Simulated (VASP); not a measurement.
Crystal: CdSe.

```
Cd Se
1.0
     0.00000    3.24571    2.78514
     3.24571    0.00000    2.78514
     3.24571    3.24571    0.00000
Cd Se
1 1
Direct
  0.00000 0.00000 0.00000
  0.25000 0.25000 0.25000
```

This cell differs from its parent crystal: epitaxial xy strain +5.8%.

Base run:

- Program: VASP 6.6.1
- Functional: r2SCAN
- Potentials or basis: VASP PAW PBE potentials, release 64 (Cd, Se)
- Cutoff: 520 eV
- k mesh: 8 × 8 × 8
- Occupations: gaussian, width 0.01 eV
- Spin: no spin polarisation

Its results: band gap on the k mesh 0.72 eV, direct; pressure -1.2 GPa.

Q: The run is repeated on the same cell with these changes: functional from r2SCAN to PBE; occupations from gaussian, width 0.01 eV to fermi-dirac, width 0.02 eV. What comes out?

A: Band gap on the k mesh 0.25 eV, direct; pressure 0.4 GPa.

Caveats: the PAW data sets were made with another functional, which shifts forces and pressure a little (some runs).

